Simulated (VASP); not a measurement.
## CaS (l): single point with LDA

The system is CaS (l).

```
CELL_PARAMETERS angstrom
0.00000 2.78204 2.78204
2.78204 0.00000 2.78204
2.78204 2.78204 0.00000
ATOMIC_POSITIONS crystal
Ca 0.00000 0.00000 0.00000
S 0.50000 0.50000 0.50000
```

```yaml
Program: VASP 6.6.1
Task: single point
Functional: LDA
Potentials_or_basis: VASP PAW LDA potentials, release 64 (Ca_sv, S)
Cutoff: 500 eV
k_mesh: 8 × 8 × 8
Occupations: gaussian, width 0.02 eV
Spin: no spin polarisation
```

```yaml
Pressure: 0.3 GPa
Band_gap_on_the_k_mesh: 1.96 eV, indirect (least direct gap 2.83 eV)
```

Levels at points of the mesh, in eV from the valence-band top:
```csv
k point,band 4,band 5,band 6,band 7,band 8,band 9,band 10,band 11,band 12,band 13
"(0.00, 0.00, 0.00)",-19.80,-11.53,0.00,0.00,0.00,3.93,3.93,3.93,4.34,4.64
"(0.50, 0.00, 0.00)",-19.82,-10.53,-3.43,-1.35,-1.35,5.16,6.11,6.23,6.23,8.50
"(0.50, 0.50, 0.00)",-19.87,-10.82,-2.46,-0.87,-0.87,1.96,5.59,6.12,6.89,6.89
```

It took 33 s on 1 thread of Intel Xeon 8259CL (shared host), peak memory 0.15 GiB.

A k mesh can miss the band edges.
